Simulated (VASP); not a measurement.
A run of VASP 6.6.1:

INCAR

```
SYSTEM = CuO
PREC     = Accurate       ! precision mode
ENCUT    = 520            ! plane-wave cutoff, eV
EDIFF    = 1E-6           ! SCF threshold, eV
ISMEAR   = -1             ! smearing method
SIGMA    = 0.05           ! smearing width, eV
LREAL    = .False.        ! projectors in reciprocal space
LASPH    = .True.         ! aspherical terms in the spheres
NELM     = 80             ! most SCF steps
ALGO     = Normal         ! electronic algorithm
ISIF     = 2              ! what is computed and relaxed
LWAVE    = .False.        ! write WAVECAR
LCHARG   = .False.        ! write CHGCAR
GGA      = PE             ! functional
NBANDS   = 34             ! bands
```

The input KPOINTS:

```
regular mesh
0
Gamma
  7 7 7
  0 0 0
```

Contents of POSCAR:

```
CuO
1.0
    4.2231447272      0.0000000000      0.0000000000
    0.0000000000      4.2231447272      0.0000000000
    0.0000000000      0.0000000000      3.8619828857
Cu O
3 3
Direct
    0.5000000000      0.0000000000      0.5000000000
    0.0000000000      0.5000000000      0.5000000000
    0.0000000000      0.0000000000      0.0000000000
    0.0000000000      0.0000000000      0.5000000000
    0.5000000000      0.0000000000      0.0000000000
    0.0000000000      0.5000000000      0.0000000000
```

Potentials or basis: VASP PAW PBE potentials, release 64 (Cu, O).

The run is started by

```console
$ cat potpaw_PBE.64/Cu/POTCAR potpaw_PBE.64/O/POTCAR > POTCAR
$ mpirun -np 1 vasp_std > vasp.out
```

Hardware: 1 thread of Intel Xeon 8259CL, on a shared host.

Task: How long does it take, and how much memory?

Result: Wall time 2.9 min on 1 thread of Intel Xeon 8259CL (shared host), peak memory 0.22 GiB. Counts: scf iterations 18, k points 40.
